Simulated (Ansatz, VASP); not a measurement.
# AlCo: VASP beside Ansatz

Contents of INCAR:

```
SYSTEM = AlCo
PREC = Accurate ; ENCUT = 520
EDIFF = 1E-7 ; ISMEAR = 0
SIGMA = 0.15 ; LREAL = .False.
LASPH = .True. ; NELM = 60
ALGO = Fast ; ISIF = 2
LWAVE = .False. ; LCHARG = .False.
GGA = PS ; NBANDS = 34
```

The input KPOINTS:

```
Automatic mesh
0
Gamma
  16 16 16
  0 0 0
```

POSCAR

```
AlCo
1.0
   -2.8225855357      2.8225855357      2.8225855357
    2.8225855357     -2.8225855357      2.8225855357
    2.8225855357      2.8225855357     -2.8225855357
Al Co
4 4
Direct
    0.0122727959      0.5000000000      0.5000000000
    0.5000000000      0.0000000000      0.5000000000
    0.5000000000      0.5000000000      0.0000000000
    0.0000000000      0.0000000000      0.0000000000
    0.5000000000      0.5000000000      0.5000000000
    0.0000000000      0.0000000000      0.5000000000
    0.0000000000      0.5000000000      0.0000000000
    0.5000000000      0.0000000000      0.0000000000
```

Input for Ansatz:

```yaml
crystal:
  lattice:
    - [-2.8225855357, 2.8225855357, 2.8225855357]
    - [2.8225855357, -2.8225855357, 2.8225855357]
    - [2.8225855357, 2.8225855357, -2.8225855357]
  atoms:
    - { symbol: Al, position: [0.0122727959, 0.5, 0.5] }
    - { symbol: Al, position: [0.5, 0.0, 0.5] }
    - { symbol: Al, position: [0.5, 0.5, 0.0] }
    - { symbol: Al, position: [0.0, 0.0, 0.0] }
    - { symbol: Co, position: [0.5, 0.5, 0.5] }
    - { symbol: Co, position: [0.0, 0.0, 0.5] }
    - { symbol: Co, position: [0.0, 0.5, 0.0] }
    - { symbol: Co, position: [0.5, 0.0, 0.0] }
basis:
  ecutwfc: 420
kpoints:
  mp_grid: { grid: [16, 16, 16] }
hamiltonian:
  xc: pbesol
scf:
  occupations: { method: gaussian, width: 0.15 }
output:
  forces: true
  stress: true
  eigenvalues: true
```

Alike in both runs: task single point; functional PBEsol; k mesh 16 × 16 × 16; occupations gaussian, width 0.15 eV; no spin polarisation.

```csv
,VASP,Ansatz
version,VASP 6.6.1,Ansatz 0.2.0
potentials or method,"VASP PAW PBE potentials, release 64 (Al, Co), cutoff 520 eV","scalar-relativistic, plane waves, PAW"
valence electrons in the cell,48,80
```

```csv
,VASP,Ansatz,Ansatz less VASP
gap on the k mesh at the Fermi level (eV),none,none,-
pressure (GPa),0.2,0.1,-0.07
rms of the force components (eV/Å),0.157,0.155,-0.0014
```

VASP's potentials were made for PBE, not for PBEsol. Atom by atom the forces differ by 0.001 eV/Å (rms over components). A gap of «none» marks a metal or a gap that the smearing closes. VASP's potentials hold 48 valence electrons a cell and Ansatz's 80, so a difference there can come from the potentials and not from the codes.
